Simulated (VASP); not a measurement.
Input of a VASP 6.6.1 run:

Contents of INCAR:

```
PREC = Accurate ; ENCUT = 520
EDIFF = 1E-6 ; ISMEAR = 0
SIGMA = 0.15 ; LREAL = F
LASPH = T ; NELM = 80
ALGO = Fast ; ISIF = 2
LWAVE = F ; LCHARG = F
GGA = PE ; NBANDS = 14
```

File KPOINTS:

```
Automatic mesh
0
Gamma
  16 16 16
```

The input POSCAR:

```
AlNi
1.0
    2.0085534309     -2.0085201929      0.0000000000
    2.0085534309      2.0085201929      0.0000000000
    0.0000000000      0.0000000000      3.1325000000
Al Ni
1 1
Direct
    0.0000000000      0.0000000000      0.0000000000
    0.5000000000      0.5000000000      0.5000000000
```

Potentials or basis: VASP PAW PBE potentials, release 64 (Al, Ni).

Launch:

```bash
$ cat potpaw_PBE.64/Al/POTCAR potpaw_PBE.64/Ni/POTCAR > POTCAR
$ mpirun -np 1 vasp_std > vasp.out
```

**Question.** What does it give for the band gap on the k mesh?

**Answer.** Zero (an odd number of electrons rules out a gap without spin polarisation).

**Question.** What does it give for the pressure?

**Answer.** -5.9 GPa.

Stress tensor (GPa, compression positive):
```
-4.41  0.00  0.00
 0.00 -4.40  0.00
 0.00  0.00 -8.90
```

Caveat: the cell stands under tension. Spin polarisation is off, so any magnetic state and its effect on volume and gap are missing.
